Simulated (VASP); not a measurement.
Here is a VASP 6.6.1 calculation.

The input INCAR:

```
SYSTEM = LiAu2
PREC = Accurate ; ENCUT = 520
EDIFF = 1E-6 ; ISMEAR = 0
SIGMA = 0.1 ; LREAL = .FALSE.
LASPH = .TRUE. ; NELM = 80
ALGO = Fast ; ISIF = 2
LWAVE = .FALSE. ; LCHARG = .FALSE.
GGA = PE ; NBANDS = 20
```

File KPOINTS:

```
regular mesh
0
G
  8 8 8
  0 0 0
```

POSCAR

```
LiAu2
1.0
   -1.6491283599      1.6491283599      4.5335121577
    1.6491283599     -1.6491283599      4.5335121577
    1.6491283599      1.6491283599     -4.5335121577
Li Au
1 2
Direct
    0.0000000000      0.0000000000      0.0000000000
    0.3445359544      0.3445359544      0.0000000000
    0.6554640456      0.6554640456      0.0000000000
```

Potentials or basis: VASP PAW PBE potentials, release 64 (Li_sv, Au).

Command:

```bash
$ cat potpaw_PBE.64/Li_sv/POTCAR potpaw_PBE.64/Au/POTCAR > POTCAR
$ mpirun -np 1 vasp_std > vasp.out
```

**Question.** Predict the band gap on the k mesh.

**Answer.** Zero (an odd number of electrons rules out a gap without spin polarisation).

**Question.** What does it give for the largest force?

**Answer.** 0.022 eV/Å.

Forces in eV/Å, atoms in the order of the input:
```
Li   0.000  0.000  0.000
Au   0.000  0.000 -0.022
Au   0.000  0.000  0.022
```

Caveat: spin-orbit coupling is left out, which moves the levels of the heavy elements.
